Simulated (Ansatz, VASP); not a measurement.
**One calculation of CaMnC6N6, two programs**

Contents of INCAR:

```
SYSTEM = CaMnC6N6
PREC = Accurate
ENCUT = 600
EDIFF = 1E-6
ISMEAR = 0
SIGMA = 0.1
LREAL = .False.
LASPH = .True.
NELM = 200
ALGO = Normal
ISIF = 2
LWAVE = .False.
LCHARG = .False.
ISPIN = 2
MAGMOM = 0 4 0 0 0 0 0 0 0 0 0 0 0 0
LORBIT = 11
LMAXMIX = 4
GGA = PE
NBANDS = 56
GGA_COMPAT = .False.
```

KPOINTS

```
regular mesh
0
Gamma
  4 4 4
  0 0 0
```

File POSCAR:

```
CaMnC6N6
1.0
    0.0000000000      5.3180000000      5.3180000000
    5.3180000000      0.0000000000      5.3180000000
    5.3180000000      5.3180000000      0.0000000000
Ca Mn C N
1 1 6 6
Direct
    0.5000000000      0.5000000000      0.5000000000
    0.0000000000      0.0000000000      0.0000000000
    0.8177886400      0.1822113600      0.1822113600
    0.1822113600      0.8177886400      0.1822113600
    0.1822113600      0.1822113600      0.8177886400
    0.1822113600      0.8177886400      0.8177886400
    0.8177886400      0.1822113600      0.8177886400
    0.8177886400      0.8177886400      0.1822113600
    0.7077848800      0.2922151200      0.2922151200
    0.2922151200      0.7077848800      0.2922151200
    0.2922151200      0.2922151200      0.7077848800
    0.2922151200      0.7077848800      0.7077848800
    0.7077848800      0.2922151200      0.7077848800
    0.7077848800      0.7077848800      0.2922151200
```

Input for Ansatz:

```yaml
crystal:
  lattice:
    - [0.0, 5.318, 5.318]
    - [5.318, 0.0, 5.318]
    - [5.318, 5.318, 0.0]
  atoms:
    - { symbol: Ca, position: [0.5, 0.5, 0.5] }
    - { symbol: Mn, position: [0.0, 0.0, 0.0], spin: 4.0 }
    - { symbol: C, position: [0.81778864, 0.18221136, 0.18221136] }
    - { symbol: C, position: [0.18221136, 0.81778864, 0.18221136] }
    - { symbol: C, position: [0.18221136, 0.18221136, 0.81778864] }
    - { symbol: C, position: [0.18221136, 0.81778864, 0.81778864] }
    - { symbol: C, position: [0.81778864, 0.18221136, 0.81778864] }
    - { symbol: C, position: [0.81778864, 0.81778864, 0.18221136] }
    - { symbol: "N", position: [0.70778488, 0.29221512, 0.29221512] }
    - { symbol: "N", position: [0.29221512, 0.70778488, 0.29221512] }
    - { symbol: "N", position: [0.29221512, 0.29221512, 0.70778488] }
    - { symbol: "N", position: [0.29221512, 0.70778488, 0.70778488] }
    - { symbol: "N", position: [0.70778488, 0.29221512, 0.70778488] }
    - { symbol: "N", position: [0.70778488, 0.70778488, 0.29221512] }
basis:
  ecutwfc: 420
kpoints:
  mp_grid: { grid: [4, 4, 4] }
hamiltonian:
  xc: pbe
scf:
  occupations: { method: gaussian, width: 0.1 }
  lower_state_search: "off"
output:
  forces: true
  stress: true
  eigenvalues: true
  populations: true
magnetization:
  spin_polarized: true
```

Alike in both runs: task single point; functional PBE; k mesh 4 × 4 × 4; occupations gaussian, width 0.1 eV; collinear spin.

|  | VASP | Ansatz |
| --- | --- | --- |
| version | VASP 6.6.1 | Ansatz 0.2.0 |
| potentials or method | VASP PAW PBE potentials, release 64 (Ca_sv, Mn_sv, C, N), cutoff 600 eV | scalar-relativistic, plane waves, PAW |
| valence electrons in the cell | 79 | 79 |

|  | VASP | Ansatz | Ansatz less VASP |
| --- | --- | --- | --- |
| gap on the k mesh at the Fermi level (eV) | 1.71 | 1.70 | -0.011 |
| least direct gap on the mesh (eV) | 1.71 | 1.70 | -0.011 |
| pressure (GPa) | 5.7 | 5.5 | -0.27 |
| rms of the force components (eV/Å) | 0.699 | 0.855 | +0.1565 |
| net moment per atom (μB) | 0.21 | 0.21 | 0.000 |
| size of the moment on the site where the two differ most (μB) | 2.43 | 2.21 | -0.214 |

Site moments also hang on the region over which each program counts them. Atom by atom the forces differ by 0.194 eV/Å (rms over components).

Noted on VASP's run: the standard files for N, O and F lose accuracy on very short bonds.
